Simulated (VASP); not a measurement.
# Al2O3 (R-3c) in VASP: notebook

Runs on Al2O3. Level: PBE. Tasks: single point, relaxation of cell and atoms.

Everything below comes from runs of VASP 6.6.1. Logs are shortened: lines on timing, memory, paths and dates and some standing lists are left out, and cuts for length are marked.

**What was measured.**

From “Multi-petahertz electron interference in Cr:Al2O3 solid-state material”, 2018, pmc:5906618, for a bulk crystal of Al2O3: band gap 8.7 eV (optical).

The results are compared with them further down.

### Step 1. The cell of the first run

The structure is trigonal, space group R-3c (No. 167). Conventional cell: a = 4.809 Å, b = 4.809 Å, c = 13.123 Å, α = 90.00°, β = 90.00°, γ = 120.00°. Within 2.5 Å of Al (site symmetry 3) lie 6 O at 1.87 to 1.99 Å. O (site symmetry 2) has 4 Al at 1.87 to 1.99 Å within 2.5 Å.

### Step 2. Single point, PBE

INCAR

```
SYSTEM = Al2O3
ALGO = Normal
EDIFF = 1E-6
ENCUT = 520
GGA = PE
ISIF = 2
ISMEAR = 0
LASPH = .TRUE.
LCHARG = .TRUE.
LELF = .TRUE.
LREAL = .FALSE.
LVHAR = .TRUE.
LWAVE = .FALSE.
NBANDS = 35
NELM = 100
PREC = Accurate
SIGMA = 0.01
```

KPOINTS

```
k-points
0
G
  5 5 5
  0 0 0
```

POSCAR

```
Al2O3
1.0
    2.4044339603      1.3882005942      4.3743218359
   -2.4044339603      1.3882005942      4.3743218359
    0.0000000000     -2.7764011884      4.3743218359
Al O
4 6
Direct
    0.3521402278      0.3521402278      0.3521402278
    0.1478597722      0.1478597722      0.1478597722
    0.6478597722      0.6478597722      0.6478597722
    0.8521402278      0.8521402278      0.8521402278
    0.5561630207      0.9438369793      0.2500000000
    0.2500000000      0.5561630207      0.9438369793
    0.9438369793      0.2500000000      0.5561630207
    0.4438369793      0.0561630207      0.7500000000
    0.7500000000      0.4438369793      0.0561630207
    0.0561630207      0.7500000000      0.4438369793
```

Potentials or basis: VASP PAW PBE potentials, release 64 (Al, O).

Started as:

```
$ cat potpaw_PBE.64/Al/POTCAR potpaw_PBE.64/O/POTCAR > POTCAR
$ mpirun -np 1 vasp_std > vasp.out
```

OUTCAR:

```text
SYSTEM = Al2O3
   EDIFF = 1E-6
   ENCUT = 520
   GGA = PE
   ISIF = 2
   ISMEAR = 0
   LASPH = .TRUE.
   LREAL = .FALSE.
   NELM = 100
   PREC = Accurate

 ion  position               nearest neighbor table
   1  0.352  0.352  0.352-   9 1.87   8 1.87  10 1.87   6 1.99   7 1.99   5 1.99   2 2.68   3 2.82
                             3 2.82   3 2.82   2 3.25   2 3.25   2 3.25
   2  0.148  0.148  0.148-  10 1.87   8 1.87   9 1.87   7 1.99   6 1.99   5 1.99   1 2.68   4 2.82
                             4 2.82   4 2.82   1 3.25   1 3.25   1 3.25
   3  0.648  0.648  0.648-   6 1.87   5 1.87   7 1.87   9 1.99  10 1.99   8 1.99   4 2.68   1 2.82
                             1 2.82   1 2.82   4 3.25   4 3.25   4 3.25
   4  0.852  0.852  0.852-   7 1.87   5 1.87   6 1.87  10 1.99   9 1.99   8 1.99   3 2.68   2 2.82
                             2 2.82   2 2.82   3 3.25   3 3.25   3 3.25
   5  0.556  0.944  0.250-   3 1.87   4 1.87   1 1.99   2 1.99
   6  0.250  0.556  0.944-   3 1.87   4 1.87   1 1.99   2 1.99
   7  0.944  0.250  0.556-   4 1.87   3 1.87   2 1.99   1 1.99
   8  0.444  0.056  0.750-   1 1.87   2 1.87   3 1.99   4 1.99
   9  0.750  0.444  0.056-   1 1.87   2 1.87   3 1.99   4 1.99
  10  0.056  0.750  0.444-   2 1.87   1 1.87   4 1.99   3 1.99

  LATTYP: Found a trigonal (rhomboedric) cell.
 ALAT       =     5.1810322411
 COS(alpha) =     0.5692521558

  Lattice vectors:

 A1 = (   2.4044339603,   1.3882005942,   4.3743218359)
 A2 = (  -2.4044339603,   1.3882005942,   4.3743218359)
 A3 = (   0.0000000000,  -2.7764011884,   4.3743218359)

Analysis of symmetry for initial positions (statically):
=====================================================================
 Subroutine PRICEL returns:
 Original cell was already a primitive cell.

 Routine SETGRP: Setting up the symmetry group for a
 trigonal (rhombohedral) supercell.

 Subroutine GETGRP returns: Found 12 space group operations
 (whereof  6 operations were pure point group operations)
 out of a pool of 12 trial point group operations.

The static configuration has the point symmetry S_6 .
 The point group associated with its full space group is D_3d.

Analysis of symmetry for dynamics (positions and initial velocities):
=====================================================================
 Subroutine PRICEL returns:
 Original cell was already a primitive cell.

 Routine SETGRP: Setting up the symmetry group for a
 trigonal (rhombohedral) supercell.

 Subroutine GETGRP returns: Found 12 space group operations
 (whereof  6 operations were pure point group operations)
 out of a pool of 12 trial point group operations.

The dynamic configuration has the point symmetry S_6 .
 The point group associated with its full space group is D_3d.

 Subroutine INISYM returns: Found 12 space group operations
 (whereof  6 operations are pure point group operations),
 and found     1 'primitive' translations

----------------------------------------------------------------------------------------

                                     Primitive cell

  volume of cell :      87.6046

  direct lattice vectors                    reciprocal lattice vectors
     2.404433960  1.388200594  4.374321836     0.207949151  0.120059498  0.076202288
    -2.404433960  1.388200594  4.374321836    -0.207949151  0.120059498  0.076202288
     0.000000000 -2.776401188  4.374321836     0.000000000 -0.240118996  0.076202288

  length of vectors
     5.181032241  5.181032241  5.181032241     0.251920466  0.251920466  0.251920466

  position of ions in fractional coordinates (direct lattice)
     0.352140228  0.352140228  0.352140228
     0.147859772  0.147859772  0.147859772
     0.647859772  0.647859772  0.647859772
     0.852140228  0.852140228  0.852140228
     0.556163021  0.943836979  0.250000000
     0.250000000  0.556163021  0.943836979
     0.943836979  0.250000000  0.556163021
     0.443836979  0.056163021  0.750000000
     0.750000000  0.443836979  0.056163021
     0.056163021  0.750000000  0.443836979

  ion indices of the primitive-cell ions
   primitive index   ion index
                 1           1
                 2           2
                 3           3
                 4           4
                 5           5
                 6           6
                 7           7
                 8           8
                 9           9
                10          10

----------------------------------------------------------------------------------------

 KPOINTS: k-points

Automatic generation of k-mesh.
 Grid dimensions read from file:
 generate k-points for:    5    5    5

 Generating k-lattice:

  Cartesian coordinates                     Fractional coordinates (reciprocal lattice)
     0.041589830  0.024011900  0.015240458     0.200000000  0.000000000  0.000000000
    -0.041589830  0.024011900  0.015240458     0.000000000  0.200000000  0.000000000
     0.000000000 -0.048023799  0.015240458     0.000000000  0.000000000  0.200000000

  Length of vectors
     0.050384093  0.050384093  0.050384093

  Shift w.r.t. Gamma in fractional coordinates (k-lattice)
     0.000000000  0.000000000  0.000000000

 Subroutine IBZKPT returns following result:
 ===========================================

 Found     19 irreducible k-points:

 Following reciprocal coordinates:
            Coordinates               Weight
  0.000000  0.000000  0.000000      1.000000
  0.200000  0.000000 -0.000000      6.000000
  0.400000  0.000000 -0.000000      6.000000
  0.200000  0.200000  0.000000      6.000000
  0.400000  0.200000  0.000000     12.000000
 -0.400000  0.200000  0.000000     12.000000
[... 11 lines left out ...]
  0.400000  0.400000  0.400000      2.000000
 -0.400000  0.400000  0.400000      6.000000
   k-points           NKPTS =     19   k-points in BZ     NKDIM =     19   number of bands    NBANDS=     35
   number of dos      NEDOS =    301   number of ions     NIONS =     10
   total plane-waves  NPLWV =  64000
   dimension x,y,z NGX =    40 NGY =   40 NGZ =   40
   dimension x,y,z NGXF=    80 NGYF=   80 NGZF=   80
   ions per type =               4   6
   NGX,Y,Z   is equivalent  to a cutoff of  12.83, 12.83, 12.83 a.u.
   NGXF,Y,Z  is equivalent  to a cutoff of  25.67, 25.67, 25.67 a.u.
 SYSTEM =  Al2O3
   PREC   = accura    normal or accurate (medium, high low for compatibility)
   ISTART =      0    job   : 0-new  1-cont  2-samecut
   ICHARG =      2    charge: 1-file 2-atom 10-const
   ISPIN  =      1    spin polarized calculation?
   LNONCOLLINEAR =      F non collinear calculations
   LSORBIT =      F    spin-orbit coupling
   LASPH  =      T    aspherical Exc in radial PAW
   ENCUT  =  520.0 eV  38.22 Ry    6.18 a.u.   9.63  9.63  9.63*2*pi/ulx,y,z
   NELM   =    100;   NELMIN=  2; NELMDL= -5     # of ELM steps
   EDIFF  = 0.1E-05   stopping-criterion for ELM
   LREAL  =      F    real-space projection
   EDIFFG = 0.1E-04   stopping-criterion for IOM
   NSW    =      0    number of steps for IOM
   IBRION =     -1    ionic relax: 0-MD 1-quasi-New 2-CG
   NFREE  =      0    steps in history (QN), initial steepest desc. (CG)
   ISIF   =      2    stress and relaxation
   ISYM   =      2    0-nonsym 1-usesym 2-fastsym
   POTIM  = 0.5000    time-step for ionic-motion
   TEBEG  =    0.0;   TEEND  =   0.0 temperature during run
   PSTRESS=    0.0 pullay stress
   NELECT =      48.0000    total number of electrons
   NUPDOWN=      -1.0000    fix difference up-down
   EMIN   =  10.00;   EMAX   =-10.00  energy-range for DOS
   EFERMI =   0.00;   METHOD = LEGACY
   ISMEAR =     0;   SIGMA  =   0.01  broadening in eV -4-tet -1-fermi 0-gaus
   EFERMI_NEDOS =   21; number of points for ismear=-14 and -15
   IALGO  =     38    algorithm
   IMIX   =      4    mixing-type and parameters
     AMIX     =   0.40;   BMIX     =  1.00
     AMIX_MAG =   1.60;   BMIX_MAG =  1.00
  volume/ion in A,a.u.               =       8.76        59.12
  Fermi-wavevector in a.u.,A,eV,Ry     =   1.339614  2.531503 24.416535  1.794565
  Thomas-Fermi vector in A             =   2.467992
   LORBIT       =      0    0 simple, 1 ext, 2 COOP (PROOUT), +10 PAW based schemes
   GGA     = PE    functional components
   LHFCALC =     F    Hartree Fock is set to
   AEXX    =    0.0000 exact exchange contribution
   IVDW    =     0    specifies the selected vdW correction
   LEPSILON=     F    determine dielectric tensor
   LRPA    =     F    only Hartree local field effects (RPA)
 non-spin polarized calculation
 Gauss-broadening in eV      SIGMA  =   0.01
  energy-cutoff  :      520.00
  volume of cell :       87.60
 maximum number of plane-waves:      2379
   NGX = 19   NGY = 19   NGZ = 19

 number of electron      48.0000008 magnetization

 Free energy of the ion-electron system (eV)
  ---------------------------------------------------
  ext. energy  EPLUGINS =         0.00000000
  ---------------------------------------------------
  free energy    TOTEN  =       -74.81224561 eV

  energy without entropy =      -74.81224561  energy(sigma->0) =      -74.81224561

 E-fermi :   5.8483     XC(G=0): -11.5380

 val. band max:        5.7998294838   @ k =   0.0000   0.0000   0.0000
 cond. band min:      11.6463494933   @ k =   0.0000   0.0000   0.0000
 fundamental gap:      5.8465200095
 Fermi energy:         5.8483275833

 k-point     1 :       0.0000    0.0000    0.0000
  band No.  band energies     occupation
      1     -13.2137      2.00000
      2     -10.9929      2.00000
      3     -10.7304      2.00000
      4     -10.7304      2.00000
      5     -10.4237      2.00000
      6     -10.4237      2.00000
[... 27 lines left out ...]
     34      18.9416      0.00000
     35      20.1407      0.00000

 k-point     2 :       0.2000    0.0000   -0.0000
  band No.  band energies     occupation
      1     -13.0167      2.00000
      2     -11.1192      2.00000
      3     -10.8103      2.00000
      4     -10.7637      2.00000
      5     -10.5139      2.00000
      6     -10.4408      2.00000
[... 27 lines left out ...]
     34      18.5110      0.00000
     35      19.7855      0.00000

 k-point     3 :       0.4000    0.0000   -0.0000
  band No.  band energies     occupation
      1     -12.4726      2.00000
      2     -11.7376      2.00000
      3     -10.7746      2.00000
      4     -10.7023      2.00000
      5     -10.6790      2.00000
      6     -10.5392      2.00000
[... 27 lines left out ...]
     34      18.8044      0.00000
     35      18.9081      0.00000

 k-point     4 :       0.2000    0.2000    0.0000
  band No.  band energies     occupation
      1     -12.9638      2.00000
      2     -11.0968      2.00000
      3     -10.8761      2.00000
      4     -10.7629      2.00000
      5     -10.6114      2.00000
      6     -10.4051      2.00000
[... 27 lines left out ...]
     34      18.8329      0.00000
     35      19.5437      0.00000

 k-point     5 :       0.4000    0.2000    0.0000
  band No.  band energies     occupation
      1     -12.5530      2.00000
      2     -11.4318      2.00000
      3     -10.9260      2.00000
      4     -10.8526      2.00000
      5     -10.7704      2.00000
      6     -10.4010      2.00000
[... 448 lines left out ...]
 k-point    17 :      -0.4000   -0.4000    0.2000
  band No.  band energies     occupation
      1     -12.0093      2.00000
      2     -11.6545      2.00000
      3     -11.3934      2.00000
      4     -11.0230      2.00000
      5     -10.6168      2.00000
      6     -10.4020      2.00000
[... 27 lines left out ...]
     34      18.8040      0.00000
     35      19.2328      0.00000

 k-point    18 :       0.4000    0.4000    0.4000
  band No.  band energies     occupation
      1     -12.5771      2.00000
      2     -11.9115      2.00000
      3     -10.6408      2.00000
      4     -10.6408      2.00000
      5     -10.5458      2.00000
      6     -10.5458      2.00000
[... 27 lines left out ...]
     34      18.3902      0.00000
     35      19.8418      0.00000

 k-point    19 :      -0.4000    0.4000    0.4000
  band No.  band energies     occupation
      1     -12.2242      2.00000
      2     -12.0235      2.00000
      3     -10.9843      2.00000
      4     -10.8184      2.00000
      5     -10.4938      2.00000
      6     -10.4317      2.00000
[... 27 lines left out ...]
     34      18.7903      0.00000
     35      19.7538      0.00000

------------------------ aborting loop because EDIFF is reached ----------------------------------------

  FORCE on cell =-STRESS in cart. coord.  units (eV):
  Direction    XX          YY          ZZ          XY          YZ          ZX
  --------------------------------------------------------------------------------------
  -------------------------------------------------------------------------------------
  Total       -0.0795041     -0.0795041     -0.0797630      0.0000000     -0.0000000     -0.0000000
  in kB       -1.4540288     -1.4540288     -1.4587630      0.0000000     -0.0000000     -0.0000000
  external PRESSURE =      -1.4556069 kB  Pullay stress =       0.0000000 kB

 VOLUME and BASIS-vectors are now :
 -----------------------------------------------------------------------------
  energy-cutoff  :      520.00
  volume of cell :       87.60
      direct lattice vectors                 reciprocal lattice vectors
     2.404433960  1.388200594  4.374321836     0.207949151  0.120059498  0.076202288
    -2.404433960  1.388200594  4.374321836    -0.207949151  0.120059498  0.076202288
     0.000000000 -2.776401188  4.374321836     0.000000000 -0.240118996  0.076202288

 POSITION                                       TOTAL-FORCE (eV/Angst)
 -----------------------------------------------------------------------------------
      0.00000      0.00000      4.62112         0.000000     -0.000000      0.005954
      0.00000      0.00000      1.94036         0.000000     -0.000000     -0.005954
      0.00000      0.00000      8.50184         0.000000      0.000000     -0.005954
      0.00000      0.00000     11.18261         0.000000      0.000000      0.005954
     -0.93214      1.38820      7.65506         0.000748      0.000000     -0.000000
     -0.73615     -1.50135      7.65506        -0.000374      0.000648     -0.000000
      1.66829      0.11315      7.65506        -0.000374     -0.000648     -0.000000
      0.93214     -1.38820      5.46790        -0.000748      0.000000     -0.000000
      0.73615      1.50135      5.46790         0.000374     -0.000648     -0.000000
     -1.66829     -0.11315      5.46790         0.000374      0.000648     -0.000000
 -----------------------------------------------------------------------------------
    total drift:                                0.000000      0.000000      0.000000

  FREE ENERGIE OF THE ION-ELECTRON SYSTEM (eV)
  ---------------------------------------------------
  free  energy   TOTEN  =       -74.8122456102 eV

  energy  without entropy=      -74.8122456102  energy(sigma->0) =      -74.81224561
```

Run time: 58 s. Hardware: 1 thread of Intel Xeon 6975P-C, shared host; peak memory 0.24 GiB.

What came out:

* Free energy: -74.8122 eV
* Pressure: -0.1 GPa
* Largest force: 0.006 eV/Å
* Band gap on the k mesh: 5.85 eV, direct

Forces on the atoms (eV/Å):
```
Al   0.000  0.000  0.006
Al   0.000  0.000 -0.006
Al   0.000  0.000 -0.006
Al   0.000  0.000  0.006
O    0.001  0.000  0.000
O    0.000  0.001  0.000
O    0.000 -0.001  0.000
O   -0.001  0.000  0.000
O    0.000 -0.001  0.000
O    0.000  0.001  0.000
```

### Step 3. Relaxation of cell and atoms, PBE

This run uses another cell than the first one, of 8.50 Å³/atom, 0.970 times its volume.

INCAR

```
PREC = Accurate ; ENCUT = 600
EDIFF = 1E-6 ; ISMEAR = 0
SIGMA = 0.01 ; LREAL = F
LASPH = T ; NELM = 60
ALGO = Normal ; ISIF = 3
LWAVE = F ; LCHARG = F
GGA = PE ; IBRION = 2
NSW = 100 ; EDIFFG = -0.003
```

KPOINTS

```
Automatic mesh
0
Gamma
  5 5 5
```

POSCAR

```
Al2O3
1.0
    2.3802500000      1.3742379782      4.3318666667
   -2.3802500000      1.3742379782      4.3318666667
    0.0000000000     -2.7484759565      4.3318666667
Al O
4 6
Direct
    0.3521600000      0.3521600000      0.3521600000
    0.1478400000      0.1478400000      0.1478400000
    0.6478400000      0.6478400000      0.6478400000
    0.8521600000      0.8521600000      0.8521600000
    0.5566800000      0.9433200000      0.2500000000
    0.2500000000      0.5566800000      0.9433200000
    0.9433200000      0.2500000000      0.5566800000
    0.4433200000      0.0566800000      0.7500000000
    0.7500000000      0.4433200000      0.0566800000
    0.0566800000      0.7500000000      0.4433200000
```

Potentials or basis: VASP PAW PBE potentials, release 64 (Al, O).

Started as:

```
$ cat potpaw_PBE.64/Al/POTCAR potpaw_PBE.64/O/POTCAR > POTCAR
$ mpirun -np 1 vasp_std > vasp.out
```

It took 4.7 min on 1 thread of Intel Xeon 6975P-C, shared host; peak memory 0.28 GiB.

The run converged. Its results:

```
Free energy                            : -74.8240 eV
Relaxed volume                         : 8.74 Å³/atom
Relaxed cell                           : a = 5.178 Å, b = 5.178 Å, c = 5.178 Å, α = 55.30°, β = 55.30°, γ = 55.30°
Space group after relaxing (to 0.05 Å) : R-3c (No. 167)
Energy gained by relaxing              : 5.1 meV/atom
Ionic steps                            : 8
Pressure after relaxing                : 0.0 GPa
Band gap on the k mesh                 : 5.87 eV, direct
```

Forces on the atoms (eV/Å):
```
Al   0.000  0.000  0.003
Al   0.000  0.000 -0.003
Al   0.000  0.000 -0.003
Al   0.000  0.000  0.003
O   -0.001  0.000  0.000
O    0.000 -0.001  0.000
O    0.000  0.001  0.000
O    0.001  0.000  0.000
O    0.000  0.001  0.000
O    0.000 -0.001  0.000
```

Step by step:
| step | energy change (eV) | largest force (eV/Å) | pressure (GPa) | volume (Å³) |
| --- | --- | --- | --- | --- |
| 1 | 0.0000 | 0.0276 | 6.85 | 85.02 |
| 2 | -0.0141 | 0.0476 | -5.32 | 89.57 |
| 3 | -0.0505 | 0.0372 | -0.02 | 87.44 |
| 4 | -0.0505 | 0.0370 | 0.11 | 87.39 |
| 5 | -0.0507 | 0.0032 | 0.11 | 87.40 |
| 6 | -0.0507 | 0.0030 | 0.11 | 87.40 |
| 7 | -0.0507 | 0.0025 | -0.07 | 87.47 |
| 8 | -0.0507 | 0.0027 | -0.01 | 87.44 |

Final structure:
```
CELL_PARAMETERS angstrom
2.40295 1.38734 4.37173
-2.40295 1.38734 4.37173
0.00000 -2.77468 4.37173
ATOMIC_POSITIONS crystal
Al 0.35215 0.35215 0.35215
Al 0.14785 0.14785 0.14785
Al 0.64785 0.64785 0.64785
Al 0.85215 0.85215 0.85215
O 0.55618 0.94382 0.25000
O 0.25000 0.55618 0.94382
O 0.94382 0.25000 0.55618
O 0.44382 0.05618 0.75000
O 0.75000 0.44382 0.05618
O 0.05618 0.75000 0.44382
```

Levels at points of the mesh, in eV from the valence-band top:
```tsv
k point	band 20	band 21	band 22	band 23	band 24	band 25	band 26	band 27	band 28	band 29
(0.00, 0.00, 0.00)	-0.46	-0.46	-0.03	-0.03	0.00	5.87	8.92	10.39	11.28	11.28
```

### Step 4. Against experiment

Step 2. Measured gap of Al2O3: 8.7 eV (optical; quoted in “Multi-petahertz electron interference in Cr:Al2O3 solid-state material”, 2018, pmc:5906618). This calculation gives 5.85 eV (-2.85 eV). The value is that of PBE, without temperature or zero-point motion. Semilocal functionals fall short of measured gaps as a rule.
